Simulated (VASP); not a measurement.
# BN (Cmcm) in VASP: further runs, part 2 of 2

VASP 6.6.1. The steps go on from the part before.

## Step 3: Single point, r2SCAN

POSCAR

```
BN
1.0
    2.4883437600      0.0000000000      0.0000000000
   -1.2441718800      2.1549689100      0.0000000000
    0.0000000000      0.0000000000      6.4954828800
B N
2 2
Direct
    0.3335905387      0.6664094613      0.2500000000
    0.6664094613      0.3335905387      0.7500000000
    0.3342207765      0.6657792235      0.7500000000
    0.6657792235      0.3342207765      0.2500000000
```

INCAR.step1

```
PREC = Accurate ; ENCUT = 770
ISMEAR = -1 ; SIGMA = 0.01
LREAL = False ; LASPH = True
NELM = 120 ; NBANDS = 16
ISYM = -1 ; GGA = PE
ALGO = Normal ; EDIFF = 1E-5
LWAVE = True ; LCHARG = False
GGA_COMPAT = False
```

INCAR.step2

```
PREC = Accurate ; ENCUT = 770
EDIFF = 1E-6 ; ISMEAR = -1
SIGMA = 0.01 ; LREAL = False
LASPH = True ; NELM = 120
ALGO = Normal ; ISIF = 2
LWAVE = False ; LCHARG = False
METAGGA = R2SCAN ; LMIXTAU = True
NBANDS = 16 ; ISYM = -1
ISTART = 1 ; GGA_COMPAT = False
```

KPOINTS

```
explicit points
9
Reciprocal
  0.08333333   0.08333333   0.25000000 1
  0.08333333   0.41666667   0.25000000 1
  0.08333333   0.75000000   0.25000000 1
  0.41666667   0.08333333   0.25000000 1
  0.41666667   0.41666667   0.25000000 1
  0.41666667   0.75000000   0.25000000 1
  0.75000000   0.08333333   0.25000000 1
  0.75000000   0.41666667   0.25000000 1
  0.75000000   0.75000000   0.25000000 1
```

Potentials or basis: VASP PAW PBE potentials, release 64 (B, N).

Launch:

```bash
$ cat potpaw_PBE.64/B/POTCAR potpaw_PBE.64/N/POTCAR > POTCAR
$ cp INCAR.step1 INCAR
$ mpirun -np 1 vasp_std > vasp.out
$ cp INCAR.step2 INCAR
$ mpirun -np 1 vasp_std > vasp.out
```

OUTCAR:

```text
PREC = Accurate
   ENCUT = 770
   EDIFF = 1E-6
   ISMEAR = -1
   LREAL = False
   LASPH = True
   NELM = 120
   ISIF = 2
   METAGGA = R2SCAN
   ISYM = -1
   ISTART = 1

 ion  position               nearest neighbor table
   1  0.334  0.666  0.250-   4 1.43   4 1.44   4 1.44
   2  0.666  0.334  0.750-   3 1.43   3 1.44   3 1.44
   3  0.334  0.666  0.750-   2 1.43   2 1.44   2 1.44
   4  0.666  0.334  0.250-   1 1.43   1 1.44   1 1.44

IMPORTANT INFORMATION: All symmetrisations will be switched off!
NOSYMM: (Re-)initialisation of all symmetry stuff for point group C_1.

----------------------------------------------------------------------------------------

                                     Primitive cell

  volume of cell :      34.8308

  direct lattice vectors                    reciprocal lattice vectors
     2.488343760  0.000000000  0.000000000     0.401873735  0.232021909  0.000000000
    -1.244171880  2.154968910  0.000000000     0.000000000  0.464043818  0.000000000
     0.000000000  0.000000000  6.495482880     0.000000000  0.000000000  0.153953142

  length of vectors
     2.488343760  2.488343760  6.495482880     0.464043818  0.464043818  0.153953142

  position of ions in fractional coordinates (direct lattice)
     0.333590539  0.666409461  0.250000000
     0.666409461  0.333590539  0.750000000
     0.334220776  0.665779224  0.750000000
     0.665779224  0.334220776  0.250000000

  ion indices of the primitive-cell ions
   primitive index   ion index
                 1           1
                 2           2
                 3           3
                 4           4

----------------------------------------------------------------------------------------

 KPOINTS: explicit points

Read explicit list of k-points.

 Found      9 k-points:

 Following reciprocal coordinates:
            Coordinates               Weight
  0.083333  0.083333  0.250000      0.111111
  0.083333  0.416667  0.250000      0.111111
  0.083333  0.750000  0.250000      0.111111
  0.416667  0.083333  0.250000      0.111111
  0.416667  0.416667  0.250000      0.111111
  0.416667  0.750000  0.250000      0.111111
  0.750000  0.083333  0.250000      0.111111
  0.750000  0.416667  0.250000      0.111111
  0.750000  0.750000  0.250000      0.111111
   k-points           NKPTS =      9   k-points in BZ     NKDIM =      9   number of bands    NBANDS=     16
   number of dos      NEDOS =    301   number of ions     NIONS =      4
   total plane-waves  NPLWV =  34560
   dimension x,y,z NGX =    24 NGY =   24 NGZ =   60
   dimension x,y,z NGXF=    48 NGYF=   48 NGZF=  120
   ions per type =               2   2
   NGX,Y,Z   is equivalent  to a cutoff of  16.03, 16.03, 15.36 a.u.
   NGXF,Y,Z  is equivalent  to a cutoff of  32.07, 32.07, 30.71 a.u.
 SYSTEM =  unknown system
   PREC   = accura    normal or accurate (medium, high low for compatibility)
   ISTART =      1    job   : 0-new  1-cont  2-samecut
   ICHARG =      0    charge: 1-file 2-atom 10-const
   ISPIN  =      1    spin polarized calculation?
   LNONCOLLINEAR =      F non collinear calculations
   LSORBIT =      F    spin-orbit coupling
   LASPH  =      T    aspherical Exc in radial PAW
   ENCUT  =  770.0 eV  56.59 Ry    7.52 a.u.   5.63  5.63 14.70*2*pi/ulx,y,z
   NELM   =    120;   NELMIN=  2; NELMDL=  0     # of ELM steps
   EDIFF  = 0.1E-05   stopping-criterion for ELM
   LREAL  =      F    real-space projection
   EDIFFG = 0.1E-04   stopping-criterion for IOM
   NSW    =      0    number of steps for IOM
   IBRION =     -1    ionic relax: 0-MD 1-quasi-New 2-CG
   NFREE  =      0    steps in history (QN), initial steepest desc. (CG)
   ISIF   =      2    stress and relaxation
   ISYM   =     -1    0-nonsym 1-usesym 2-fastsym
   POTIM  = 0.5000    time-step for ionic-motion
   TEBEG  =    0.0;   TEEND  =   0.0 temperature during run
   PSTRESS=    0.0 pullay stress
   NELECT =      16.0000    total number of electrons
   NUPDOWN=      -1.0000    fix difference up-down
   EMIN   =  10.00;   EMAX   =-10.00  energy-range for DOS
   EFERMI =   0.00;   METHOD = LEGACY
   ISMEAR =    -1;   SIGMA  =   0.01  broadening in eV -4-tet -1-fermi 0-gaus
   EFERMI_NEDOS =   21; number of points for ismear=-14 and -15
   IALGO  =     38    algorithm
   IMIX   =      4    mixing-type and parameters
     AMIX     =   0.40;   BMIX     =  1.00
     AMIX_MAG =   1.60;   BMIX_MAG =  1.00
  volume/ion in A,a.u.               =       8.71        58.76
  Fermi-wavevector in a.u.,A,eV,Ry     =   1.263166  2.387038 21.709310  1.595589
  Thomas-Fermi vector in A             =   2.396537
   LORBIT       =      0    0 simple, 1 ext, 2 COOP (PROOUT), +10 PAW based schemes
   METAGGA = R2SCAN    functional components
   LHFCALC =     F    Hartree Fock is set to
   AEXX    =    0.0000 exact exchange contribution
   IVDW    =     0    specifies the selected vdW correction
   LEPSILON=     F    determine dielectric tensor
   LRPA    =     F    only Hartree local field effects (RPA)
 non-spin polarized calculation
  energy-cutoff  :      770.00
  volume of cell :       34.83
 maximum number of plane-waves:      1700
 NGX is ok and might be reduce to    24
   NGX = 11   NGY = 11   NGZ = 29

 number of electron      15.9999999 magnetization

 Free energy of the ion-electron system (eV)
  ---------------------------------------------------
  ext. energy  EPLUGINS =         0.00000000
  ---------------------------------------------------
  free energy    TOTEN  =       -38.64121622 eV

  energy without entropy =      -38.64121622  energy(sigma->0) =      -38.64121622

 E-fermi :   2.3368     XC(G=0): -10.9318

 val. band max:        2.0268285665   @ k =   0.4167   0.4167   0.2500
 cond. band min:       7.4740294626   @ k =   0.4167   0.4167   0.2500
 fundamental gap:      5.4472008961
 Fermi energy:         2.3368138302

 k-point     1 :       0.0833    0.0833    0.2500
  band No.  band energies     occupation
      1     -16.1924      2.00000
      2     -15.9625      2.00000
      3      -3.4255      2.00000
      4      -1.7957      2.00000
      5      -0.5753      2.00000
      6      -0.5472      2.00000
[... 8 lines left out ...]
     15      16.5497      0.00000
     16      17.0824      0.00000

 k-point     2 :       0.0833    0.4167    0.2500
  band No.  band energies     occupation
      1     -13.3269      2.00000
      2     -13.2457      2.00000
      3      -6.8236      2.00000
      4      -6.7597      2.00000
      5      -2.4384      2.00000
      6      -2.3774      2.00000
[... 8 lines left out ...]
     15      18.7310      0.00000
     16      21.9499      0.00000

 k-point     3 :       0.0833    0.7500    0.2500
  band No.  band energies     occupation
      1     -15.6460      2.00000
      2     -15.4314      2.00000
      3      -2.6938      2.00000
      4      -2.1971      2.00000
      5      -2.1735      2.00000
      6      -1.0776      2.00000
[... 8 lines left out ...]
     15      17.9726      0.00000
     16      18.2905      0.00000

 k-point     4 :       0.4167    0.0833    0.2500
  band No.  band energies     occupation
      1     -13.3269      2.00000
      2     -13.2457      2.00000
      3      -6.8236      2.00000
      4      -6.7597      2.00000
      5      -2.4384      2.00000
      6      -2.3774      2.00000
[... 8 lines left out ...]
     15      18.7310      0.00000
     16      21.9499      0.00000

 k-point     5 :       0.4167    0.4167    0.2500
  band No.  band energies     occupation
      1     -13.0381      2.00000
      2     -12.9876      2.00000
      3      -6.7416      2.00000
      4      -6.6786      2.00000
      5      -3.4448      2.00000
      6      -3.3773      2.00000
[... 8 lines left out ...]
     15      18.5309      0.00000
     16      21.3053      0.00000

 k-point     6 :       0.4167    0.7500    0.2500
  band No.  band energies     occupation
      1     -14.1947      2.00000
      2     -14.0343      2.00000
      3      -4.9551      2.00000
      4      -4.9145      2.00000
      5      -2.7047      2.00000
      6      -2.6491      2.00000
[... 8 lines left out ...]
     15      18.2658      0.00000
     16      19.7225      0.00000

 k-point     7 :       0.7500    0.0833    0.2500
  band No.  band energies     occupation
      1     -15.6460      2.00000
      2     -15.4314      2.00000
      3      -2.6938      2.00000
      4      -2.1971      2.00000
      5      -2.1735      2.00000
      6      -1.0776      2.00000
[... 8 lines left out ...]
     15      17.9726      0.00000
     16      18.2905      0.00000

 k-point     8 :       0.7500    0.4167    0.2500
  band No.  band energies     occupation
      1     -14.1947      2.00000
      2     -14.0343      2.00000
      3      -4.9551      2.00000
      4      -4.9145      2.00000
      5      -2.7047      2.00000
      6      -2.6491      2.00000
[... 8 lines left out ...]
     15      18.2658      0.00000
     16      19.7225      0.00000

 k-point     9 :       0.7500    0.7500    0.2500
  band No.  band energies     occupation
      1     -13.4350      2.00000
      2     -13.3177      2.00000
      3      -5.6970      2.00000
      4      -5.6673      2.00000
      5      -3.8862      2.00000
      6      -3.8471      2.00000
[... 8 lines left out ...]
     15      18.5023      0.00000
     16      19.7511      0.00000

------------------------ aborting loop because EDIFF is reached ----------------------------------------

  FORCE on cell =-STRESS in cart. coord.  units (eV):
  Direction    XX          YY          ZZ          XY          YZ          ZX
  --------------------------------------------------------------------------------------
  -------------------------------------------------------------------------------------
  Total        1.5157877      1.5433735      0.3413058      0.0238901     -0.0128702     -0.0074308
  in kB       69.7246146     70.9935314     15.6997002      1.0989175     -0.5920161     -0.3418096
  external PRESSURE =      52.1392821 kB  Pullay stress =       0.0000000 kB

 VOLUME and BASIS-vectors are now :
 -----------------------------------------------------------------------------
  energy-cutoff  :      770.00
  volume of cell :       34.83
      direct lattice vectors                 reciprocal lattice vectors
     2.488343760  0.000000000  0.000000000     0.401873735  0.232021909  0.000000000
    -1.244171880  2.154968910  0.000000000     0.000000000  0.464043818  0.000000000
     0.000000000  0.000000000  6.495482880     0.000000000  0.000000000  0.153953142

 POSITION                                       TOTAL-FORCE (eV/Angst)
 -----------------------------------------------------------------------------------
      0.00096      1.43609      1.62387         0.006148     -0.003550     -0.000000
      1.24321      0.71888      4.87161        -0.006148      0.003550     -0.000000
      0.00331      1.43473      4.87161         0.005063     -0.002923      0.000000
      1.24086      0.72024      1.62387        -0.005063      0.002923      0.000000
 -----------------------------------------------------------------------------------
    total drift:                                0.000000     -0.000000      0.000000

  FREE ENERGIE OF THE ION-ELECTRON SYSTEM (eV)
  ---------------------------------------------------
  free  energy   TOTEN  =       -38.6412162196 eV

  energy  without entropy=      -38.6412162196  energy(sigma->0) =      -38.64121622
```

It took 40 s on 1 thread of Intel Xeon Platinum 8488C (Sapphire Rapids), shared host; peak memory 0.18 GiB.

What came out:

* Free energy: -38.6412 eV
* Pressure: 5.2 GPa
* Largest force: 0.007 eV/Å
* Band gap on the k mesh: 5.45 eV

Forces in eV/Å, atoms in the order of the input:
```
B    0.006 -0.004  0.000
B   -0.006  0.004  0.000
N    0.005 -0.003  0.000
N   -0.005  0.003  0.000
```

Stress tensor (GPa, compression positive):
```
 6.97  0.11 -0.03
 0.11  7.10 -0.06
-0.03 -0.06  1.57
```

Levels at points of the mesh, in eV from the valence-band top:
```
           k point  band 4  band 5  band 6  band 7  band 8  band 9  band 10  band 11  band 12  band 13
(0.08, 0.08, 0.25)   -3.82   -2.60   -2.57   -1.96   -1.92    7.51    10.73    12.61    12.77    13.29
```

Caveat: the stress differs along the axes, from 2 to 7 GPa; the PAW data sets were made with another functional, which shifts forces and pressure a little; a shifted mesh leaves out Γ, where band edges can lie.
